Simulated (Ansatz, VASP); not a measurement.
## ScCr3 in VASP and in Ansatz

POSCAR

```
ScCr3
1.0
    0.0000000000      3.7595080000      0.0000000000
    3.7595080000      0.0000000000      0.0000000000
    1.8797540000      1.8797540000     -4.1792860000
Sc Cr
1 3
Direct
    0.5000000000      0.5000000000      0.0000000000
    0.0000000000      0.0000000000      0.0000000000
    0.7500000000      0.2500000000      0.5000000000
    0.2500000000      0.7500000000      0.5000000000
```

The input INCAR.step1:

```
  PREC = Accurate
  ENCUT = 520
  ISMEAR = -1
  SIGMA = 0.1
  LREAL = F
  LASPH = T
  NELM = 60
  NBANDS = 32
  GGA = PE
  ALGO = Normal
  EDIFF = 1E-4
  LWAVE = T
  LCHARG = F
```

INCAR.step2

```
  PREC = Accurate
  ENCUT = 520
  EDIFF = 1E-7
  ISMEAR = -1
  SIGMA = 0.1
  LREAL = F
  LASPH = T
  NELM = 60
  ALGO = Normal
  ISIF = 2
  LWAVE = F
  LCHARG = F
  METAGGA = R2SCAN
  LMIXTAU = T
  NBANDS = 32
  ISTART = 1
```

File KPOINTS:

```
Automatic mesh
0
Gamma
  10 10 10
```

Input for Ansatz:

```yaml
crystal:
  lattice:
    - [0.0, 3.759508, 0.0]
    - [3.759508, 0.0, 0.0]
    - [1.879754, 1.879754, -4.179286]
  atoms:
    - { symbol: Sc, position: [0.5, 0.5, 0.0] }
    - { symbol: Cr, position: [0.0, 0.0, 0.0] }
    - { symbol: Cr, position: [0.75, 0.25, 0.5] }
    - { symbol: Cr, position: [0.25, 0.75, 0.5] }
  symmetry: { tolerance: 0.0003 }
kpoints:
  mp_grid: { grid: [10, 10, 10], shift: [0, 0, 0] }
  band_path:
    path:
      - [0.0, 0.0, 0.0]
      - [0.5, 0.5, 0.5]
      - [0.5, 0.5, 0.25]
      - [0.0, 0.5, 0.0]
      - [0.0, 0.0, 0.0]
      - [0.0, 0.0, -0.5]
      - [0.0, 0.39884954, -0.30057523]
      - [0.0, 0.60115046, 0.30057523]
      - [0.0, 0.0, 0.0]
      - [0.5, 0.5, 0.5]
      - [0.39884954, 0.60115046, 0.5]
    npoints: 6
magnetization:
  spin_polarized: false
scf:
  occupations: { method: fermi_dirac }
  lower_state_search: "off"
  max_iter: 200
hamiltonian:
  pseudopotentials: { kind: paw }
  xc: r2scan
basis:
  ecutwfc: 500
  fft_grid_basis: typed
output:
  forces: true
  stress: true
  eigenvalues: true
  bader: true
  populations: true
  elf: true
  write_potential: true
  volumetric_format: npy
  dos:
    e_range: [-12, 8]
    de: 0.05
    projected: { site_lists: { Cr: [Cr], Sc: [Sc] } }
checkpoint:
  read: saved_state
```

Alike in both runs: task single point; functional r2SCAN; k mesh 10 × 10 × 10; no spin polarisation.

|  | VASP | Ansatz |
| --- | --- | --- |
| version | VASP 6.6.1 | Ansatz 0.2.0 |
| potentials or method | VASP PAW PBE potentials, release 64 (Sc_sv, Cr_pv), cutoff 520 eV | PAW plane waves |
| occupations | fermi-dirac, width 0.1 eV | fermi-dirac |
| valence electrons in the cell | 47 | 53 |

|  | VASP | Ansatz | Ansatz less VASP |
| --- | --- | --- | --- |
| pressure (GPa) | -9.5 | -10.0 | -0.45 |
| traceless stress, the component that is largest in VASP (GPa) | 7.04 | 7.21 | +0.169 |

VASP's potentials were made for PBE, not for r2SCAN. VASP's potentials hold 47 valence electrons a cell and Ansatz's 53, so a difference there can come from the potentials and not from the codes.
